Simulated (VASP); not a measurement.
Ta2Sn3:

```
Ta Sn
1.0
     4.74000    0.00000    0.00000
    -2.37000    4.10496    0.00000
     0.00000    0.00000    5.75000
Ta Sn
2 3
Direct
  0.66667 0.33333 0.85100
  0.33333 0.66667 0.14900
  0.00000 0.00000 0.00000
  0.66667 0.33333 0.35200
  0.33333 0.66667 0.64800
```

- Program: VASP 6.6.1
- Task: relaxation of cell and atoms
- Functional: PBE
- Potentials or basis: VASP PAW PBE potentials, release 64 (Ta_pv, Sn_d)
- Cutoff: 600 eV
- k mesh: 4 × 4 × 3
- Occupations: gaussian, width 0.2 eV
- Spin: no spin polarisation

At the start: pressure 4.5 GPa; volume 22.38 Å³/atom.

How do energy, volume and symmetry change on relaxing?

Over 13 steps the energy falls by 241.9 meV/atom and the volume is 23.73 Å³/atom (+6.1 %); space group P-3m1 (No. 164, to 0.1 Å) before and after.

The path:
| step | energy change (eV) | largest force (eV/Å) | pressure (GPa) | volume (Å³) |
| --- | --- | --- | --- | --- |
| 1 | 0.0000 | 2.0771 | 4.55 | 111.88 |
| 2 | -0.5236 | 1.5591 | -4.16 | 122.39 |
| 3 | -0.5302 | 1.4666 | -4.79 | 123.45 |
| 4 | -0.8345 | 1.5912 | -0.28 | 119.56 |
| 5 | -0.8349 | 1.6392 | -0.02 | 119.38 |
| 6 | -1.1334 | 0.8972 | 2.11 | 116.75 |
| 7 | -1.1521 | 0.6625 | 3.08 | 115.96 |
| 8 | -1.1830 | 0.2344 | -2.35 | 121.34 |
| 9 | -1.2032 | 0.2283 | -0.40 | 119.18 |
| 10 | -1.2080 | 0.1043 | -0.12 | 118.80 |
| 11 | -1.2089 | 0.0843 | 0.06 | 118.57 |
| 12 | -1.2089 | 0.0803 | 0.06 | 118.58 |
| 13 | -1.2094 | 0.0486 | 0.02 | 118.66 |

Final structure:
```yaml
crystal:
  lattice:
    - [4.89692, 0.00000, 0.00000]
    - [-2.44846, 4.24085, 0.00000]
    - [0.00000, 0.00000, 5.71361]
  atoms:
    - { symbol: Ta, position: [0.66667, 0.33333, 0.90625] }
    - { symbol: Ta, position: [0.33333, 0.66667, 0.09375] }
    - { symbol: Sn, position: [0.00000, 0.00000, 0.00000] }
    - { symbol: Sn, position: [0.66667, 0.33333, 0.39495] }
    - { symbol: Sn, position: [0.33333, 0.66667, 0.60505] }
```

Caveat: the k points lie up to 0.37 Å⁻¹ apart in the final cell; the relaxation stopped at a loose force limit of 0.08 eV/Å, so its end isn't a converged minimum.
